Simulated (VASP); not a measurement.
# HfN (I4/mmm) in VASP: a series of runs

The runs below take HfN through single point, with PBEsol.

All numbers are computed with VASP 6.6.1; they aren't measurements. Logs are shortened: lines on timing, memory, paths and dates and some standing lists are left out, and cuts for length are marked.

**1. The cell of the first run**

Symmetry: I4/mmm, No. 139, tetragonal system. Conventional cell: a = 3.035 Å, b = 3.035 Å, c = 4.631 Å, α = 90.00°, β = 90.00°, γ = 90.00°. Within 2.8 Å of Hf (site symmetry 4/mmm) lie 6 N at 2.15 to 2.32 Å. N (site symmetry 4/mmm) has 6 Hf at 2.15 to 2.32 Å within 2.8 Å.

**2. Single point, PBEsol (strain -0.050 along x and y, +0.025 along z)**

Contents of INCAR:

```
PREC = Accurate
ENCUT = 520
EDIFF = 1E-6
ISMEAR = 0
SIGMA = 0.15
LREAL = F
LASPH = T
NELM = 80
ALGO = Normal
ISIF = 2
LWAVE = F
LCHARG = F
GGA = PS
NBANDS = 14
```

Contents of KPOINTS:

```
Automatic mesh
0
Gamma
  18 18 18
```

Contents of POSCAR:

```
HfN
1.0
    0.0000000000      2.1460500000      2.3154750000
    2.1460500000      0.0000000000      2.3154750000
    2.1460500000      2.1460500000      0.0000000000
Hf N
1 1
Direct
    0.0000000000      0.0000000000      0.0000000000
    0.5000000000      0.5000000000      0.5000000000
```

Potentials or basis: VASP PAW PBE potentials, release 64 (Hf_pv, N).

Run with:

```sh
$ cat potpaw_PBE.64/Hf_pv/POTCAR potpaw_PBE.64/N/POTCAR > POTCAR
$ mpirun -np 1 vasp_std > vasp.out
```

OUTCAR:

```text
PREC = Accurate
   ENCUT = 520
   EDIFF = 1E-6
   ISMEAR = 0
   LREAL = F
   LASPH = T
   NELM = 80
   ISIF = 2
   GGA = PS

 ion  position               nearest neighbor table
   1  0.000  0.000  0.000-   2 2.15   2 2.15   2 2.15   2 2.15   2 2.32   2 2.32
   2  0.500  0.500  0.500-   1 2.15   1 2.15   1 2.15   1 2.15   1 2.32   1 2.32

  LATTYP: Found a body centered tetragonal cell.
 ALAT       =     3.0349730155
 C/A-ratio  =     1.5258620015

  Lattice vectors:

 A1 = (  -2.1460500000,   0.0000000000,   2.3154750000)
 A2 = (   2.1460500000,   0.0000000000,   2.3154750000)
 A3 = (   0.0000000000,   2.1460500000,  -2.3154750000)

Analysis of symmetry for initial positions (statically):
=====================================================================
 Subroutine PRICEL returns:
 Original cell was already a primitive cell.

 Routine SETGRP: Setting up the symmetry group for a
 body centered tetragonal supercell.

 Subroutine GETGRP returns: Found 16 space group operations
 (whereof 16 operations were pure point group operations)
 out of a pool of 16 trial point group operations.

The static configuration has the point symmetry D_4h.

Analysis of symmetry for dynamics (positions and initial velocities):
=====================================================================
 Subroutine PRICEL returns:
 Original cell was already a primitive cell.

 Routine SETGRP: Setting up the symmetry group for a
 body centered tetragonal supercell.

 Subroutine GETGRP returns: Found 16 space group operations
 (whereof 16 operations were pure point group operations)
 out of a pool of 16 trial point group operations.

The dynamic configuration has the point symmetry D_4h.

 Subroutine INISYM returns: Found 16 space group operations
 (whereof 16 operations are pure point group operations),
 and found     1 'primitive' translations

----------------------------------------------------------------------------------------

                                     Primitive cell

  volume of cell :      21.3280

  direct lattice vectors                    reciprocal lattice vectors
     0.000000000  2.146050000  2.315475000    -0.232986184  0.232986184  0.215938414
     2.146050000  0.000000000  2.315475000     0.232986184 -0.232986184  0.215938414
     2.146050000  2.146050000  0.000000000     0.232986184  0.232986184 -0.215938414

  length of vectors
     3.157048476  3.157048476  3.034973016     0.393947360  0.393947360  0.393947360

  position of ions in fractional coordinates (direct lattice)
     0.000000000  0.000000000  0.000000000
     0.500000000  0.500000000  0.500000000

  ion indices of the primitive-cell ions
   primitive index   ion index
                 1           1
                 2           2

----------------------------------------------------------------------------------------

 KPOINTS: Automatic mesh

Automatic generation of k-mesh.
 Grid dimensions read from file:
 generate k-points for:   18   18   18

 Generating k-lattice:

  Cartesian coordinates                     Fractional coordinates (reciprocal lattice)
    -0.012943677  0.012943677  0.011996579     0.055555556  0.000000000  0.000000000
     0.012943677 -0.012943677  0.011996579     0.000000000  0.055555556  0.000000000
     0.012943677  0.012943677 -0.011996579     0.000000000  0.000000000  0.055555556

  Length of vectors
     0.021885964  0.021885964  0.021885964

  Shift w.r.t. Gamma in fractional coordinates (k-lattice)
     0.000000000  0.000000000  0.000000000

 Subroutine IBZKPT returns following result:
 ===========================================

 Found    480 irreducible k-points:

 Following reciprocal coordinates:
            Coordinates               Weight
  0.000000  0.000000  0.000000      1.000000
  0.055556  0.000000  0.000000      8.000000
  0.111111  0.000000  0.000000      8.000000
  0.166667 -0.000000  0.000000      8.000000
  0.222222 -0.000000  0.000000      8.000000
  0.277778 -0.000000  0.000000      8.000000
[... 16 lines left out ...]
 -0.277778  0.055556  0.000000      8.000000
 -0.222222  0.055556  0.000000      8.000000
 [... further k-points ...]
   k-points           NKPTS =    480   k-points in BZ     NKDIM =    480   number of bands    NBANDS=     14
   number of dos      NEDOS =    301   number of ions     NIONS =      2
   total plane-waves  NPLWV =  13824
   dimension x,y,z NGX =    24 NGY =   24 NGZ =   24
   dimension x,y,z NGXF=    48 NGYF=   48 NGZF=   48
   ions per type =               1   1
   NGX,Y,Z   is equivalent  to a cutoff of  12.64, 12.64, 13.15 a.u.
   NGXF,Y,Z  is equivalent  to a cutoff of  25.28, 25.28, 26.29 a.u.
 SYSTEM =  unknown system
   PREC   = accura    normal or accurate (medium, high low for compatibility)
   ISTART =      0    job   : 0-new  1-cont  2-samecut
   ICHARG =      2    charge: 1-file 2-atom 10-const
   ISPIN  =      1    spin polarized calculation?
   LNONCOLLINEAR =      F non collinear calculations
   LSORBIT =      F    spin-orbit coupling
   LASPH  =      T    aspherical Exc in radial PAW
   ENCUT  =  520.0 eV  38.22 Ry    6.18 a.u.   5.87  5.87  5.64*2*pi/ulx,y,z
   NELM   =     80;   NELMIN=  2; NELMDL= -5     # of ELM steps
   EDIFF  = 0.1E-05   stopping-criterion for ELM
   LREAL  =      F    real-space projection
   EDIFFG = 0.1E-04   stopping-criterion for IOM
   NSW    =      0    number of steps for IOM
   IBRION =     -1    ionic relax: 0-MD 1-quasi-New 2-CG
   NFREE  =      0    steps in history (QN), initial steepest desc. (CG)
   ISIF   =      2    stress and relaxation
   ISYM   =      2    0-nonsym 1-usesym 2-fastsym
   POTIM  = 0.5000    time-step for ionic-motion
   TEBEG  =    0.0;   TEEND  =   0.0 temperature during run
   PSTRESS=    0.0 pullay stress
   NELECT =      15.0000    total number of electrons
   NUPDOWN=      -1.0000    fix difference up-down
   EMIN   =  10.00;   EMAX   =-10.00  energy-range for DOS
   EFERMI =   0.00;   METHOD = LEGACY
   ISMEAR =     0;   SIGMA  =   0.15  broadening in eV -4-tet -1-fermi 0-gaus
   EFERMI_NEDOS =   21; number of points for ismear=-14 and -15
   IALGO  =     38    algorithm
   IMIX   =      4    mixing-type and parameters
     AMIX     =   0.40;   BMIX     =  1.00
     AMIX_MAG =   1.60;   BMIX_MAG =  1.00
  volume/ion in A,a.u.               =      10.66        71.96
  Fermi-wavevector in a.u.,A,eV,Ry     =   1.455868  2.751192 28.838250  2.119552
  Thomas-Fermi vector in A             =   2.572853
   LORBIT       =      0    0 simple, 1 ext, 2 COOP (PROOUT), +10 PAW based schemes
   GGA     = PS    functional components
   LHFCALC =     F    Hartree Fock is set to
   AEXX    =    0.0000 exact exchange contribution
   IVDW    =     0    specifies the selected vdW correction
   LEPSILON=     F    determine dielectric tensor
   LRPA    =     F    only Hartree local field effects (RPA)
 non-spin polarized calculation
 Gauss-broadening in eV      SIGMA  =   0.15
  energy-cutoff  :      520.00
  volume of cell :       21.33
 maximum number of plane-waves:       592
   NGX = 11   NGY = 11   NGZ = 11

 number of electron      15.0000002 magnetization

 Free energy of the ion-electron system (eV)
  ---------------------------------------------------
  ext. energy  EPLUGINS =         0.00000000
  ---------------------------------------------------
  free energy    TOTEN  =       -22.75042157 eV

  energy without entropy =      -22.74457539  energy(sigma->0) =      -22.74749848

 E-fermi :   8.9330     XC(G=0): -13.2947

 val. band max:        8.9308618517   @ k =   0.1667  -0.0000   0.0000
 cond. band min:       8.9411628318   @ k =  -0.3333   0.1667   0.3889
 fundamental gap:      0.0103009801
 Fermi energy:         8.9330280155

 k-point     1 :       0.0000    0.0000    0.0000
  band No.  band energies     occupation
      1     -21.8770      2.00000
      2     -21.7988      2.00000
      3     -21.7988      2.00000
      4      -9.0100      2.00000
      5       5.5553      2.00000
      6       5.9992      2.00000
      7       5.9992      2.00000
      8       7.8850      2.00000
      9       8.8429      1.60428
     10       8.8429      1.60428
     11       9.4208      0.00000
     12      11.6634      0.00000
     13      12.6417      0.00000
     14      18.6999      0.00000

 k-point     2 :       0.0556    0.0000    0.0000
  band No.  band energies     occupation
      1     -21.8964      2.00000
      2     -21.8303      2.00000
      3     -21.7999      2.00000
      4      -8.9215      2.00000
      5       5.2804      2.00000
      6       5.6893      2.00000
      7       5.7811      2.00000
      8       8.0673      2.00000
      9       8.9196      1.10096
     10       8.9423      0.93061
     11       9.6986      0.00000
     12      11.9574      0.00000
     13      12.8648      0.00000
     14      18.9717      0.00000

 k-point     3 :       0.1111    0.0000    0.0000
  band No.  band energies     occupation
      1     -21.9999      2.00000
      2     -21.8706      2.00000
      3     -21.8033      2.00000
      4      -8.6662      2.00000
      5       4.5815      2.00000
      6       5.0495      2.00000
      7       5.2512      2.00000
      8       8.4672      1.99999
      9       9.0741      0.18344
     10       9.2150      0.00785
     11      10.4239      0.00000
     12      12.7332      0.00000
     13      13.4646      0.00000
     14      19.7396      0.00000
[... 324 lines left out ...]
 k-point    23 :      -0.2778    0.0556    0.0000
  band No.  band energies     occupation
      1     -22.7305      2.00000
      2     -22.0080      2.00000
      3     -21.8053      2.00000
      4      -6.9172      2.00000
      5       1.3655      2.00000
      6       3.0151      2.00000
      7       3.1201      2.00000
      8       9.9458      0.00000
      9      10.8236      0.00000
     10      11.7029      0.00000
     11      12.8615      0.00000
     12      16.5269      0.00000
     13      17.3906      0.00000
     14      21.5551      0.00000

 k-point    24 :      -0.2222    0.0556    0.0000
  band No.  band energies     occupation
      1     -22.5177      2.00000
      2     -21.9777      2.00000
      3     -21.7975      2.00000
      4      -7.4630      2.00000
      5       2.2611      2.00000
      6       3.4914      2.00000
      7       3.6155      2.00000
      8       9.5016      0.00000
      9      10.1816      0.00000
     10      10.7980      0.00000
     11      11.8631      0.00000
     12      15.9160      0.00000
     13      16.1701      0.00000
     14      21.5656      0.00000

 [... further k-points ...]
[... 5 lines left out ...]
  --------------------------------------------------------------------------------------
  -------------------------------------------------------------------------------------
  Total        5.3785460      5.3785460     -1.1012491      0.0000000      0.0000000      0.0000000
  in kB      404.0412457    404.0412457    -82.7268316      0.0000000      0.0000000      0.0000000
  external PRESSURE =     241.7852199 kB  Pullay stress =       0.0000000 kB

 VOLUME and BASIS-vectors are now :
 -----------------------------------------------------------------------------
  energy-cutoff  :      520.00
  volume of cell :       21.33
      direct lattice vectors                 reciprocal lattice vectors
     0.000000000  2.146050000  2.315475000    -0.232986184  0.232986184  0.215938414
     2.146050000  0.000000000  2.315475000     0.232986184 -0.232986184  0.215938414
     2.146050000  2.146050000  0.000000000     0.232986184  0.232986184 -0.215938414

 POSITION                                       TOTAL-FORCE (eV/Angst)
 -----------------------------------------------------------------------------------
      0.00000      0.00000      0.00000         0.000000     -0.000000      0.000000
      2.14605      2.14605      2.31548        -0.000000      0.000000     -0.000000
 -----------------------------------------------------------------------------------
    total drift:                                0.000000     -0.000000     -0.000000

  FREE ENERGIE OF THE ION-ELECTRON SYSTEM (eV)
  ---------------------------------------------------
  free  energy   TOTEN  =       -22.7504215715 eV

  energy  without entropy=      -22.7445753868  energy(sigma->0) =      -22.74749848
```

It took 2.2 min on 1 thread of Intel Xeon 8259CL, shared host; peak memory 0.27 GiB.

Results:

- Free energy: -22.7504 eV
- Pressure: 24.2 GPa
- Band gap on the k mesh: zero (an odd number of electrons rules out a gap without spin polarisation)

Caveat: the cell differs from its parent crystal (strain -0.050 along x and y, +0.025 along z); the stress differs along the axes, from -8 to 40 GPa; the PAW data sets were made with another functional, which shifts forces and pressure a little; spin-orbit coupling is left out, which moves the levels of the heavy elements.

[end of part 1 of 2]
